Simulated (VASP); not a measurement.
A run of VASP 6.6.1 is set up as follows.

File INCAR:

```
SYSTEM = Ta2N
  ALGO = Normal
  EDIFF = 1E-6
  ENCUT = 520
  GGA = PS
  ISIF = 2
  ISMEAR = 0
  LASPH = .True.
  LCHARG = .False.
  LREAL = .False.
  LWAVE = .False.
  NBANDS = 20
  NELM = 100
  PREC = Accurate
  SIGMA = 0.15
```

KPOINTS

```
k-points
0
Gamma
  18 18 10
  0 0 0
```

Contents of POSCAR:

```
Ta2N
1.0
    3.2141982888      0.0000000000      0.0000000000
   -1.6070991444      2.7835773709      0.0000000000
    0.0000000000      0.0000000000      4.6014462703
Ta N
2 1
Direct
    0.6666666667      0.3333333333      0.7463700642
    0.3333333333      0.6666666667      0.2536299358
    0.0000000000      0.0000000000      0.0000000000
```

Potentials or basis: VASP PAW PBE potentials, release 64 (Ta_pv, N).

The run is started by

```sh
$ cat potpaw_PBE.64/Ta_pv/POTCAR potpaw_PBE.64/N/POTCAR > POTCAR
$ mpirun -np 1 vasp_std > vasp.out
```

Task: Estimate the pressure.

Result: -9.4 GPa.

Task: Estimate the largest force.

Result: 0.773 eV/Å.

Task: Predict the band gap on the k mesh.

Result: Zero (an odd number of electrons rules out a gap without spin polarisation).

Forces in eV/Å, atoms in the order of the input:
```
Ta   0.000  0.000  0.773
Ta   0.000  0.000 -0.773
N    0.000  0.000  0.000
```

Caveat: the cell stands under tension; the PAW data sets were made with another functional, which shifts forces and pressure a little; spin-orbit coupling is left out, which moves the levels of the heavy elements.
